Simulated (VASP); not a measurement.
Write the native input for VASP 6.6.1 that does the following.

| Property | Result |
| --- | --- |
| Task | single point |
| Functional | r2SCAN |
| Dispersion | rVV10 |
| Potentials or basis | VASP PAW PBE potentials, release 64 (Sb, Ga_d) |
| Cutoff | 520 eV |
| k mesh | 8 × 8 × 8 |
| Occupations | fermi-dirac, width 0.05 eV |
| Spin | no spin polarisation |
| Dipole correction | no |
| Further INCAR settings | ALGO = Normal; EDIFF = 1e-07; NBANDS = 16 |

The system is GaSb.

```
Sb Ga
1.0
     0.00000    3.03847    3.03847
     3.03847    0.00000    3.03847
     3.03847    3.03847    0.00000
Sb Ga
1 1
Direct
  0.75000 0.75000 0.75000
  0.00000 0.00000 0.00000
```

The input as run:

POSCAR

```
GaSb
1.0
    0.0000000000      3.0384691801      3.0384691801
    3.0384691801      0.0000000000      3.0384691801
    3.0384691801      3.0384691801      0.0000000000
Sb Ga
1 1
Direct
    0.7500000000      0.7500000000      0.7500000000
    0.0000000000      0.0000000000      0.0000000000
```

INCAR.step1

```
SYSTEM = GaSb
PREC = Accurate
ENCUT = 520
ISMEAR = -1
SIGMA = 0.05
LREAL = .FALSE.
LASPH = .TRUE.
NELM = 60
NBANDS = 16
GGA = PE
ALGO = Normal
EDIFF = 1E-4
LWAVE = .TRUE.
LCHARG = .FALSE.
```

INCAR.step2

```
SYSTEM = GaSb
PREC = Accurate
ENCUT = 520
EDIFF = 1E-7
ISMEAR = -1
SIGMA = 0.05
LREAL = .FALSE.
LASPH = .TRUE.
NELM = 60
ALGO = Normal
ISIF = 2
LWAVE = .FALSE.
LCHARG = .FALSE.
METAGGA = R2SCAN
LMIXTAU = .TRUE.
LUSE_VDW = .TRUE.
IVDW_NL = 2
BPARAM = 11.95
CPARAM = 0.0093
NBANDS = 16
ISTART = 1
```

KPOINTS

```
Automatic mesh
0
G
  8 8 8
  0 0 0
```

Potentials or basis: VASP PAW PBE potentials, release 64 (Sb, Ga_d).

Launch:

```console
$ cat potpaw_PBE.64/Sb/POTCAR potpaw_PBE.64/Ga_d/POTCAR > POTCAR
$ cp INCAR.step1 INCAR
$ mpirun -np 1 vasp_std > vasp.out
$ cp INCAR.step2 INCAR
$ mpirun -np 1 vasp_std > vasp.out
```

Results of the run:

- Pressure: 1.0 GPa
- Band gap on the k mesh: 0.60 eV, direct

Caveat: the PAW data sets were made with another functional, which shifts forces and pressure a little; spin-orbit coupling is left out, which moves the levels of the heavy elements.

Run time: 2.5 min on 1 thread of AMD EPYC 7R43 64-Core Processor (Zen 3) (shared host), peak memory 0.3 GiB.
